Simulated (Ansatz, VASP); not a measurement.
One calculation of TiO, two programs

```
CELL_PARAMETERS angstrom
4.98909 0.00000 0.00000
-2.49454 4.32068 0.00000
0.00000 0.00000 2.87331
ATOMIC_POSITIONS crystal
Ti 0.66667 0.33333 0.50000
Ti 0.33333 0.66667 0.50000
Ti 0.00000 0.00000 0.00000
O 0.60556 0.60556 0.00000
O 0.39444 0.00000 0.00000
O 0.00000 0.39444 0.00000
```

Alike in both runs: task single point; functional PBEsol; k mesh 12 × 12 × 12; occupations fermi-dirac, width 0.3 eV; no spin polarisation.

|  | VASP | Ansatz |
| --- | --- | --- |
| version | VASP 6.6.1 | Ansatz 0.2.0 |
| potentials or method | VASP PAW PBE potentials, release 64 (Ti_sv, O), cutoff 520 eV | scalar-relativistic, plane waves, PAW |
| valence electrons in the cell | 54 | 54 |

Ansatz gave:

* gap on the k mesh at the Fermi level (eV): none
* pressure (GPa): -4.2
* traceless stress, the component that is largest in VASP (GPa): -0.76
* rms of the force components (eV/Å): 0.021

**Question.** Estimate VASP's values.

**Answer.** gap on the k mesh at the Fermi level (eV): none; pressure (GPa): -3.5; traceless stress, the component that is largest in VASP (GPa): -0.80; rms of the force components (eV/Å): 0.017.

VASP's potentials were made for PBE, not for PBEsol. Atom by atom the forces differ by 0.005 eV/Å (rms over components). A gap of «none» marks a metal or a gap that the smearing closes. With one functional, cell and mesh, what is left measures potentials, basis and numerics.
